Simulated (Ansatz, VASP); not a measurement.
Two plane-wave programs on GaMo

```
Ga Mo
1.0
     3.12541    0.00000    0.00000
     0.00000    3.12541    0.00000
     0.00000    0.00000    3.12541
Ga Mo
1 1
Direct
  0.50000 0.50000 0.50000
  0.00000 0.00000 0.00000
```

Alike in both runs: functional PBE; k mesh 6 × 6 × 6; occupations gaussian, width 0.2 eV; no spin polarisation.

Ansatz relaxed the structure, and its values are those at the end. VASP's run is a single point on that final structure, the one shown.

|  | VASP | Ansatz |
| --- | --- | --- |
| version | VASP 6.6.1 | Ansatz 0.2.0 |
| potentials or method | VASP PAW PBE potentials, release 64 (Ga_d, Mo_sv), cutoff 520 eV | scalar-relativistic, plane waves, PAW |
| valence electrons in the cell | 27 | 27 |

```tsv
	VASP	Ansatz	Ansatz less VASP
gap on the k mesh at the Fermi level (eV)	none	none	-
pressure (GPa)	-0.2	-0.7	-0.49
```

A gap of «none» marks a metal or a gap that the smearing closes. The functional is the same, so the differences come from potentials, cutoffs and numerics.
